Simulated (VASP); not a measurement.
# TlAgTe2 (I-4m2) in VASP: electric field gradients with LDA

Aim: the electric field gradients of TlAgTe2 with LDA.

Program: VASP 6.6.1. These are calculated values, not measurements. Logs are shortened: lines on timing, memory, paths and dates and some standing lists are left out, and cuts for length are marked.

### Step 1. The cell of the first run

It takes space group I-4m2 (No. 119, tetragonal). The conventional cell has a = 3.920 Å, b = 3.920 Å, c = 15.220 Å, α = 90.00°, β = 90.00°, γ = 90.00°. Tl (site symmetry -4m2) has 8 Te at 3.41 Å and 4 Tl at 3.92 Å and 4 Ag at 4.28 Å within 4.5 Å. Within 3.5 Å of Ag (site symmetry -4m2) lie 4 Te at 2.67 Å. Te (site symmetry 2mm) has 2 Ag at 2.67 Å and 4 Tl at 3.41 Å within 3.5 Å.

### Step 2. Electric field gradients, LDA

Input file INCAR:

```
PREC = Accurate
ENCUT = 520
EDIFF = 1E-8
ISMEAR = -1
SIGMA = 0.05
LREAL = False
LASPH = True
NELM = 100
ALGO = Normal
ISIF = 2
LWAVE = False
LCHARG = False
LEFG = True
NBANDS = 26
```

Input file KPOINTS:

```
regular mesh
0
Gamma
  13 13 13
```

Input file POSCAR:

```
TlAgTe2
1.0
   -1.9600000000      1.9600000000      7.6100000000
    1.9600000000     -1.9600000000      7.6100000000
    1.9600000000      1.9600000000     -7.6100000000
Tl Ag Te
1 1 2
Direct
    0.0000000000      0.0000000000      0.0000000000
    0.7500000000      0.2500000000      0.5000000000
    0.3690000000      0.3690000000      0.0000000000
    0.6310000000      0.6310000000      0.0000000000
```

Potentials or basis: VASP PAW LDA potentials, release 64 (Tl_d, Ag, Te).

On the command line:

```console
$ cat potpaw_LDA.64/Tl_d/POTCAR potpaw_LDA.64/Ag/POTCAR potpaw_LDA.64/Te/POTCAR > POTCAR
$ mpirun -np 1 vasp_std > vasp.out
```

OUTCAR:

```text
PREC = Accurate
   ENCUT = 520
   EDIFF = 1E-8
   ISMEAR = -1
   LREAL = False
   LASPH = True
   NELM = 100
   ISIF = 2

 ion  position               nearest neighbor table
   1  0.000  0.000  0.000-   4 3.41   4 3.41   4 3.41   3 3.41   4 3.41   3 3.41   3 3.41   3 3.41

   2  0.750  0.250  0.500-   3 2.67   4 2.67   3 2.67   4 2.67
   3  0.369  0.369  0.000-   2 2.67   2 2.67   1 3.41   1 3.41   1 3.41   1 3.41
   4  0.631  0.631  0.000-   2 2.67   2 2.67   1 3.41   1 3.41   1 3.41   1 3.41

  LATTYP: Found a body centered tetragonal cell.
 ALAT       =     3.9200000000
 C/A-ratio  =     3.8826530612

  Lattice vectors:

 A1 = (  -1.9600000000,   1.9600000000,   7.6100000000)
 A2 = (   1.9600000000,  -1.9600000000,   7.6100000000)
 A3 = (   1.9600000000,   1.9600000000,  -7.6100000000)

Analysis of symmetry for initial positions (statically):
=====================================================================
 Subroutine PRICEL returns:
 Original cell was already a primitive cell.

 Routine SETGRP: Setting up the symmetry group for a
 body centered tetragonal supercell.

 Subroutine GETGRP returns: Found  8 space group operations
 (whereof  8 operations were pure point group operations)
 out of a pool of 16 trial point group operations.

The static configuration has the point symmetry D_2d.

Analysis of symmetry for dynamics (positions and initial velocities):
=====================================================================
 Subroutine PRICEL returns:
 Original cell was already a primitive cell.

 Routine SETGRP: Setting up the symmetry group for a
 body centered tetragonal supercell.

 Subroutine GETGRP returns: Found  8 space group operations
 (whereof  8 operations were pure point group operations)
 out of a pool of 16 trial point group operations.

The dynamic configuration has the point symmetry D_2d.

 Subroutine INISYM returns: Found  8 space group operations
 (whereof  8 operations are pure point group operations),
 and found     1 'primitive' translations

----------------------------------------------------------------------------------------

                                     Primitive cell

  volume of cell :     116.9383

[... 136 lines left out ...]

  energy without entropy =      -14.06044343  energy(sigma->0) =      -14.07351986

 E-fermi :   5.4105     XC(G=0):  -9.9552

 val. band max:        5.4061219575   @ k =  -0.2308   0.4615   0.1538
 cond. band min:       5.4126371092   @ k =  -0.3077  -0.4615   0.1538
 fundamental gap:      0.0065151517
 Fermi energy:         5.4105062798

 k-point     1 :       0.0000    0.0000    0.0000
  band No.  band energies     occupation
      1      -6.4066      2.00000
      2      -5.5740      2.00000
      3      -5.5420      2.00000
      4      -5.4498      2.00000
      5      -5.3874      2.00000
      6      -5.3874      2.00000
[... 685 lines left out ...]
     25      12.4409      0.00000
     26      13.2180      0.00000

 [... further k-points ...]

------------------------ aborting loop because EDIFF is reached ----------------------------------------

  FORCE on cell =-STRESS in cart. coord.  units (eV):
  Direction    XX          YY          ZZ          XY          YZ          ZX
  --------------------------------------------------------------------------------------
  -------------------------------------------------------------------------------------
  Total       -1.6609836     -1.6609836      0.2948756      0.0000000      0.0000000      0.0000000
  in kB      -22.7572164    -22.7572164      4.0401047      0.0000000      0.0000000      0.0000000
  external PRESSURE =     -13.8247760 kB  Pullay stress =       0.0000000 kB

 VOLUME and BASIS-vectors are now :
 -----------------------------------------------------------------------------
  energy-cutoff  :      520.00
  volume of cell :      116.94
      direct lattice vectors                 reciprocal lattice vectors
    -1.960000000  1.960000000  7.610000000     0.000000000  0.255102041  0.065703022
     1.960000000 -1.960000000  7.610000000     0.255102041  0.000000000  0.065703022
     1.960000000  1.960000000 -7.610000000     0.255102041  0.255102041  0.000000000

 POSITION                                       TOTAL-FORCE (eV/Angst)
 -----------------------------------------------------------------------------------
      0.00000      0.00000      0.00000        -0.000000     -0.000000     -0.000000
      0.00000      1.96000      3.80500        -0.000000     -0.000000     -0.000000
      0.00000      0.00000      5.61618        -0.000000     -0.000000      0.148106
      0.00000      0.00000      9.60382         0.000000      0.000000     -0.148106
 -----------------------------------------------------------------------------------
    total drift:                                0.000000     -0.000000      0.000000

  FREE ENERGIE OF THE ION-ELECTRON SYSTEM (eV)
  ---------------------------------------------------
  free  energy   TOTEN  =       -14.0865962850 eV

  energy  without entropy=      -14.0604434287  energy(sigma->0) =      -14.07351986

 Electric field gradients (V/A^2)
---------------------------------------------------------------------
 ion       V_xx      V_yy      V_zz      V_xy      V_xz      V_yz
---------------------------------------------------------------------
   1      -3.337    -3.337     6.674    -0.000    -0.000    -0.000
   2      21.622    21.622   -43.243    -0.001    -0.001    -0.001
   3      55.351   135.769  -191.121    -0.000    -0.000    -0.000
   4     135.769    55.351  -191.121    -0.000    -0.000    -0.000
---------------------------------------------------------------------

 Electric field gradients after diagonalization (V/A^2)
 (convention: |V_zz| > |V_xx| > |V_yy|)
----------------------------------------------------------------------
 ion       V_xx      V_yy      V_zz     asymmetry (V_yy - V_xx)/ V_zz
----------------------------------------------------------------------
   1      -3.337    -3.337     6.674       0.000
   2      21.623    21.620   -43.243       0.000
   3     135.769    55.351  -191.121       0.421
   4     135.769    55.351  -191.121       0.421
----------------------------------------------------------------------

           NMR quadrupolar parameters

 Cq : quadrupolar parameter    Cq=e*Q*V_zz/h
 eta: asymmetry parameters     (V_yy - V_xx)/ V_zz
 Q  : nuclear electric quadrupole moment in mb (millibarn)
----------------------------------------------------------------------
 ion       Cq(MHz)       eta       Q (mb)
----------------------------------------------------------------------
   1       0.016       0.000       1.000
   2      -0.105       0.000       1.000
   3      -0.462       0.421       1.000
   4      -0.462       0.421       1.000
----------------------------------------------------------------------
```

Run time: 24 min. Hardware: 1 thread of Intel Xeon Platinum 8488C (Sapphire Rapids), shared host; peak memory 0.85 GiB.

What came out:

- Free energy: -14.0866 eV
- Pressure: -1.4 GPa
- Largest force: 0.148 eV/Å
- Band gap on the k mesh: zero (bands 18 and 19 overlap by 1.68 eV)
- Largest electric field gradient by atom: Tl +6.7; Ag -43.2; Te -191.1 V/Å²

Forces in eV/Å, atoms in the order of the input:
```
Tl   0.000  0.000  0.000
Ag   0.000  0.000  0.000
Te   0.000  0.000  0.148
Te   0.000  0.000 -0.148
```

Stress tensor (GPa, compression positive):
```
-2.28  0.00  0.00
 0.00 -2.28  0.00
 0.00  0.00  0.40
```

Levels at points of the mesh, in eV from the Fermi level:
```tsv
k point	band 14	band 15	band 16	band 17	band 18	band 19	band 20	band 21	band 22	band 23
(0.00, 0.00, 0.00)	-1.81	-0.44	-0.31	-0.31	0.15	0.15	3.09	4.73	5.31	5.95
```

Electric field gradients, principal values (V/Å²):
```
atom   least   middle  greatest (by size)
1 Tl  -3.337   -3.337               6.674
2 Ag  21.620   21.623             -43.243
3 Te  55.351  135.769            -191.121
4 Te  55.351  135.769            -191.121
```

Caveat: without QUAD_EFG the Cq values of the log hold for a quadrupole moment of 1 mb, not for the nuclei; spin-orbit coupling is left out, which moves the levels of the heavy elements.
